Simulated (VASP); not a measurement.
# Os (P6_3/mmc) in VASP: further runs

Aim: see how the results for Os move with the level of theory and the settings. Levels: PBE+D4, PBEsol+D3(BJ), RPBE. Tasks: single point.

All numbers are computed with VASP 6.6.1; they aren't measurements. Logs are shortened: lines on timing, memory, paths and dates and some standing lists are left out, and cuts for length are marked.

### 1 The cell of the first run

It takes space group P6_3/mmc (No. 194, hexagonal). The conventional cell has a = 2.697 Å, b = 2.697 Å, c = 4.261 Å, α = 90.00°, β = 90.00°, γ = 120.00°. Os (site symmetry -6m2) has 12 Os at 2.64 to 2.70 Å within 3.5 Å.

### 2 Single point, PBE+D4

Contents of INCAR:

```
PREC = Accurate ; ENCUT = 520
EDIFF = 1E-6 ; ISMEAR = -1
SIGMA = 0.05 ; LREAL = F
LASPH = T ; NELM = 100
ALGO = Normal ; ISIF = 2
LWAVE = F ; LCHARG = F
GGA = PE ; IVDW = 13
NBANDS = 15
```

Contents of KPOINTS:

```
Automatic mesh
0
Gamma
  11 11 6
```

Contents of POSCAR:

```
Os
1.0
    2.6971481730      0.0000000000      0.0000000000
   -1.3485740865      2.3357988356      0.0000000000
    0.0000000000      0.0000000000      4.2613185190
Os
2
Direct
    0.6666666667      0.3333333333      0.7500000000
    0.3333333333      0.6666666667      0.2500000000
```

Potentials or basis: VASP PAW PBE potentials, release 64 (Os).

Launch:

```console
cat potpaw_PBE.64/Os/POTCAR > POTCAR
mpirun -np 1 vasp_std > vasp.out
```

OUTCAR:

```text
PREC = Accurate
   ENCUT = 520
   EDIFF = 1E-6
   ISMEAR = -1
   LREAL = F
   LASPH = T
   NELM = 100
   ISIF = 2
   GGA = PE
   IVDW = 13

 ion  position               nearest neighbor table
   1  0.667  0.333  0.750-   2 2.64   2 2.64   2 2.64   2 2.64   2 2.64   2 2.64
   2  0.333  0.667  0.250-   1 2.64   1 2.64   1 2.64   1 2.64   1 2.64   1 2.64

  LATTYP: Found a hexagonal cell.
 ALAT       =     2.6971481730
 C/A-ratio  =     1.5799348963

  Lattice vectors:

 A1 = (   2.6971481730,   0.0000000000,   0.0000000000)
 A2 = (  -1.3485740865,   2.3357988356,   0.0000000000)
 A3 = (   0.0000000000,   0.0000000000,   4.2613185190)

Analysis of symmetry for initial positions (statically):
=====================================================================
 Subroutine PRICEL returns:
 Original cell was already a primitive cell.

 Routine SETGRP: Setting up the symmetry group for a
 hexagonal supercell.

 Subroutine GETGRP returns: Found 24 space group operations
 (whereof 12 operations were pure point group operations)
 out of a pool of 24 trial point group operations.

The static configuration has the point symmetry D_3d.
 The point group associated with its full space group is D_6h.

Analysis of symmetry for dynamics (positions and initial velocities):
=====================================================================
 Subroutine PRICEL returns:
 Original cell was already a primitive cell.

 Routine SETGRP: Setting up the symmetry group for a
 hexagonal supercell.

 Subroutine GETGRP returns: Found 24 space group operations
 (whereof 12 operations were pure point group operations)
 out of a pool of 24 trial point group operations.

The dynamic configuration has the point symmetry D_3d.
 The point group associated with its full space group is D_6h.

 Subroutine INISYM returns: Found 24 space group operations
 (whereof 12 operations are pure point group operations),
 and found     1 'primitive' translations

----------------------------------------------------------------------------------------

                                     Primitive cell

  volume of cell :      26.8463

  direct lattice vectors                    reciprocal lattice vectors
     2.697148173  0.000000000  0.000000000     0.370761981  0.214059530  0.000000000
    -1.348574086  2.335798836  0.000000000     0.000000000  0.428119059  0.000000000
     0.000000000  0.000000000  4.261318519     0.000000000  0.000000000  0.234669151

  length of vectors
     2.697148173  2.697148173  4.261318519     0.428119059  0.428119059  0.234669151

  position of ions in fractional coordinates (direct lattice)
[... 92 lines left out ...]
   EMIN   =  10.00;   EMAX   =-10.00  energy-range for DOS
   EFERMI =   0.00;   METHOD = LEGACY
   ISMEAR =    -1;   SIGMA  =   0.05  broadening in eV -4-tet -1-fermi 0-gaus
   EFERMI_NEDOS =   21; number of points for ismear=-14 and -15
   IALGO  =     38    algorithm
   IMIX   =      4    mixing-type and parameters
     AMIX     =   0.40;   BMIX     =  1.00
     AMIX_MAG =   1.60;   BMIX_MAG =  1.00
  volume/ion in A,a.u.               =      13.42        90.58
  Fermi-wavevector in a.u.,A,eV,Ry     =   1.377696  2.603468 25.824489  1.898046
  Thomas-Fermi vector in A             =   2.502826
   LORBIT       =      0    0 simple, 1 ext, 2 COOP (PROOUT), +10 PAW based schemes
   GGA     = PE    functional components
   LHFCALC =     F    Hartree Fock is set to
   AEXX    =    0.0000 exact exchange contribution
   IVDW    =    13    specifies the selected vdW correction
   LEPSILON=     F    determine dielectric tensor
   LRPA    =     F    only Hartree local field effects (RPA)
 non-spin polarized calculation
  energy-cutoff  :      520.00
  volume of cell :       26.85
 maximum number of plane-waves:       741
 NGX is ok and might be reduce to    20
   NGX =  9   NGY =  9   NGZ = 15

 number of electron      15.9999999 magnetization

 Free energy of the ion-electron system (eV)
  ---------------------------------------------------
  ext. energy  EPLUGINS =         0.00000000
  ---------------------------------------------------
  free energy    TOTEN  =       -22.34308651 eV

  energy without entropy =      -22.33077954  energy(sigma->0) =      -22.33693302

 E-fermi :  10.0643     XC(G=0): -14.2972

 val. band max:       10.0447689321   @ k =   0.0909  -0.0000   0.3333
 cond. band min:      10.1268705920   @ k =   0.3636   0.0909   0.3333
 fundamental gap:      0.0821016598
 Fermi energy:        10.0642682917

 k-point     1 :       0.0000    0.0000    0.0000
  band No.  band energies     occupation
      1      -1.2157      2.00000
      2       1.9110      2.00000
      3       6.8595      2.00000
      4       6.8595      2.00000
      5       7.1321      2.00000
      6       7.7620      2.00000
      7       7.7620      2.00000
      8       8.4528      2.00000
      9       8.4528      2.00000
     10      10.1421      0.34839
     11      11.9073      0.00000
     12      11.9073      0.00000
     13      19.6876      0.00000
     14      24.1212      0.00000
[... 401 lines left out ...]
      2       3.5895      2.00000
      3       5.0587      2.00000
      4       5.2835      2.00000
      5       6.5991      2.00000
      6       7.2593      2.00000
      7       7.8872      2.00000
      8       8.8815      2.00000
      9       9.5313      1.99995
     10       9.9395      1.84776
     11      12.3928      0.00000
     12      15.9862      0.00000
     13      21.1020      0.00000
     14      25.7461      0.00000
     15      26.7353      0.00000

 [... further k-points ...]

------------------------ aborting loop because EDIFF is reached ----------------------------------------

  DFT-D4 for vdW energy calculation

  Edisp (eV):   -1.45576

  FORCE on cell =-STRESS in cart. coord.  units (eV):
  Direction    XX          YY          ZZ          XY          YZ          ZX
  --------------------------------------------------------------------------------------
  -------------------------------------------------------------------------------------
  Total       3.44646     3.44646     3.71156    -0.00000     0.00000     0.00000
  in kB     205.68346   205.68346   221.50469    -0.00000     0.00000     0.00000
  external pressure =      210.96 kB  Pullay stress =        0.00 kB

 VOLUME and BASIS-vectors are now :
 -----------------------------------------------------------------------------
  energy-cutoff  :      520.00
  volume of cell :       26.85
      direct lattice vectors                 reciprocal lattice vectors
     2.697148173  0.000000000  0.000000000     0.370761981  0.214059530  0.000000000
    -1.348574086  2.335798836  0.000000000     0.000000000  0.428119059  0.000000000
     0.000000000  0.000000000  4.261318519     0.000000000  0.000000000  0.234669151

 POSITION                                       TOTAL-FORCE (eV/Angst)
 -----------------------------------------------------------------------------------
      1.34857      0.77860      3.19599         0.000000      0.000000      0.000000
     -0.00000      1.55720      1.06533        -0.000000     -0.000000      0.000000
 -----------------------------------------------------------------------------------
    total drift:                               -0.000000      0.000000     -0.000000

  FREE ENERGIE OF THE ION-ELECTRON SYSTEM (eV)
  ---------------------------------------------------
  free  energy   TOTEN  =       -23.7988417914 eV

  energy  without entropy=      -23.7865348214  energy(sigma->0) =      -23.79268831
```

stdout:

```text
POSCAR found type information on POSCAR Os
 POSCAR found :  1 types and       2 ions
 scaLAPACK will be used
 LDA part: xc-table for (Slater+PW92), standard interpolation
 POSCAR, INCAR and KPOINTS ok, starting setup
 FFT: planning ... GRIDC
 FFT: planning ... GRID_SOFT
 FFT: planning ... GRID
 WAVECAR not read
 entering main loop
```

It took 16 s on 1 thread of Intel Xeon Platinum 8375C at 2.90GHz (Ice Lake), shared host; peak memory 0.15 GiB.

Results:

| Item | Value |
| --- | --- |
| Free energy | -23.7988 eV |
| Pressure | 21.1 GPa |
| Band gap on the k mesh | zero (band 8 reaches 12.36 eV, above the bottom of band 9 at 8.21 eV) |
| Dispersion energy per atom | -0.728 eV |

Caveat: spin-orbit coupling is left out, which moves the levels of the heavy elements; pairwise dispersion overbinds metals, which lowers pressure and volume.

### 3 Single point, PBEsol+D3(BJ)

Contents of INCAR:

```
ALGO = Normal
EDIFF = 1E-6
ENCUT = 520
GGA = PS
ISIF = 2
ISMEAR = -1
IVDW = 12
LASPH = T
LCHARG = F
LREAL = F
LWAVE = F
NBANDS = 15
NELM = 100
PREC = Accurate
SIGMA = 0.05
```

Contents of KPOINTS:

```
k-points
0
Gamma
  11 11 6
```

POSCAR is that of step 2.

Potentials or basis: VASP PAW PBE potentials, release 64 (Os).

Launch:

```console
cat potpaw_PBE.64/Os/POTCAR > POTCAR
mpirun -np 1 vasp_std > vasp.out
```

OUTCAR:

```text
EDIFF = 1E-6
   ENCUT = 520
   GGA = PS
   ISIF = 2
   ISMEAR = -1
   IVDW = 12
   LASPH = T
   LREAL = F
   NELM = 100
   PREC = Accurate
 IVDW          = 12

 ion  position               nearest neighbor table
   1  0.667  0.333  0.750-   2 2.64   2 2.64   2 2.64   2 2.64   2 2.64   2 2.64
   2  0.333  0.667  0.250-   1 2.64   1 2.64   1 2.64   1 2.64   1 2.64   1 2.64

  LATTYP: Found a hexagonal cell.
 ALAT       =     2.6971481730
 C/A-ratio  =     1.5799348963

  Lattice vectors:

 A1 = (   2.6971481730,   0.0000000000,   0.0000000000)
 A2 = (  -1.3485740865,   2.3357988356,   0.0000000000)
 A3 = (   0.0000000000,   0.0000000000,   4.2613185190)

Analysis of symmetry for initial positions (statically):
=====================================================================
 Subroutine PRICEL returns:
 Original cell was already a primitive cell.

 Routine SETGRP: Setting up the symmetry group for a
 hexagonal supercell.

 Subroutine GETGRP returns: Found 24 space group operations
 (whereof 12 operations were pure point group operations)
 out of a pool of 24 trial point group operations.

The static configuration has the point symmetry D_3d.
[... 177 lines left out ...]
      6       7.5916      2.00000
      7       7.5916      2.00000
      8       8.2872      2.00000
      9       8.2872      2.00000
     10       9.9505      0.53109
     11      11.7502      0.00000
     12      11.7502      0.00000
     13      19.4920      0.00000
     14      23.9628      0.00000
[... 401 lines left out ...]
      2       3.4022      2.00000
      3       4.8768      2.00000
      4       5.1033      2.00000
      5       6.4250      2.00000
      6       7.0868      2.00000
      7       7.7146      2.00000
      8       8.7121      2.00000
      9       9.3637      1.99996
     10       9.7741      1.84957
     11      12.2382      0.00000
     12      15.8159      0.00000
     13      20.9094      0.00000
     14      25.5782      0.00000
     15      26.5690      0.00000

 [... further k-points ...]

------------------------ aborting loop because EDIFF is reached ----------------------------------------

 Edisp (eV)   -1.39191

 E8    (eV) :    -0.9934

  FORCE on cell =-STRESS in cart. coord.  units (eV):
  Direction    XX          YY          ZZ          XY          YZ          ZX
  --------------------------------------------------------------------------------------
  -------------------------------------------------------------------------------------
  Total       1.41880     1.41880     1.62615    -0.00000     0.00000     0.00000
  in kB      84.67372    84.67372    97.04820    -0.00000     0.00000     0.00000
  external pressure =       88.80 kB  Pullay stress =        0.00 kB

 VOLUME and BASIS-vectors are now :
 -----------------------------------------------------------------------------
  energy-cutoff  :      520.00
  volume of cell :       26.85
      direct lattice vectors                 reciprocal lattice vectors
     2.697148173  0.000000000  0.000000000     0.370761981  0.214059530  0.000000000
    -1.348574086  2.335798836  0.000000000     0.000000000  0.428119059  0.000000000
     0.000000000  0.000000000  4.261318519     0.000000000  0.000000000  0.234669151

 POSITION                                       TOTAL-FORCE (eV/Angst)
 -----------------------------------------------------------------------------------
      1.34857      0.77860      3.19599        -0.000000     -0.000000      0.000000
     -0.00000      1.55720      1.06533         0.000000      0.000000      0.000000
 -----------------------------------------------------------------------------------
    total drift:                               -0.000000      0.000000     -0.000000

  FREE ENERGIE OF THE ION-ELECTRON SYSTEM (eV)
  ---------------------------------------------------
  free  energy   TOTEN  =       -25.8162594799 eV

  energy  without entropy=      -25.8039916343  energy(sigma->0) =      -25.81012556
```

OSZICAR:

```text
N       E                     dE             d eps       ncg     rms          rms(c)
DAV:   1     0.103426785814E+03    0.10343E+03   -0.75349E+03  1920   0.104E+03
DAV:   2    -0.210449514474E+02   -0.12447E+03   -0.10900E+03  1934   0.331E+02
DAV:   3    -0.258654341252E+02   -0.48205E+01   -0.46624E+01  2613   0.578E+01
DAV:   4    -0.259034123446E+02   -0.37978E-01   -0.37909E-01  2081   0.511E+00
DAV:   5    -0.259036093788E+02   -0.19703E-03   -0.19701E-03  2627   0.355E-01    0.266E+01
DAV:   6    -0.247801836544E+02    0.11234E+01   -0.86681E-01  2445   0.790E+00    0.124E+01
DAV:   7    -0.244334616350E+02    0.34672E+00   -0.64219E-01  2466   0.665E+00    0.655E-01
DAV:   8    -0.244269406845E+02    0.65210E-02   -0.72009E-03  1962   0.663E-01    0.397E-01
DAV:   9    -0.244243531903E+02    0.25875E-02   -0.18622E-03  2417   0.443E-01    0.423E-02
DAV:  10    -0.244243641954E+02   -0.11005E-04   -0.56890E-05  2438   0.630E-02    0.925E-03
DAV:  11    -0.244243469053E+02    0.17290E-04   -0.38276E-06  2214   0.220E-02    0.178E-03
DAV:  12    -0.244243461383E+02    0.76708E-06   -0.91126E-08  1275   0.317E-03
   1 F= -.25816259E+02 E0= -.25810126E+02  d E =-.122678E-01
```

stdout:

```text
POSCAR found type information on POSCAR Os
 POSCAR found :  1 types and       2 ions
 scaLAPACK will be used
 -----------------------------------------------------------------------------
|                                                                             |
|                                                                             |
|     You enforced a specific xc type in the INCAR file but a different       |
|     I HOPE YOU KNOW WHAT YOU ARE DOING!                                     |
|                                                                             |
 -----------------------------------------------------------------------------

 LDA part: xc-table for (Slater+PW92), standard interpolation
 POSCAR, INCAR and KPOINTS ok, starting setup
 FFT: planning ... GRIDC
 FFT: planning ... GRID_SOFT
 FFT: planning ... GRID
 WAVECAR not read
 entering main loop
```

Wall time 15 s (1 thread of Intel Xeon Platinum 8375C at 2.90GHz (Ice Lake), shared host); peak memory 0.16 GiB.

Results:

- Free energy: -25.8163 eV
- Pressure: 8.9 GPa
- Band gap on the k mesh: zero (band 8 reaches 12.20 eV, above the bottom of band 9 at 8.04 eV)
- Dispersion energy per atom: -0.696 eV

Stress tensor (GPa, compression positive):
```
8.47 0.00 0.00
0.00 8.47 0.00
0.00 0.00 9.70
```

Caveat: the PAW data sets were made with another functional, which shifts forces and pressure a little; spin-orbit coupling is left out, which moves the levels of the heavy elements; pairwise dispersion overbinds metals, which lowers pressure and volume.

(Continued in part 2 of 2.)
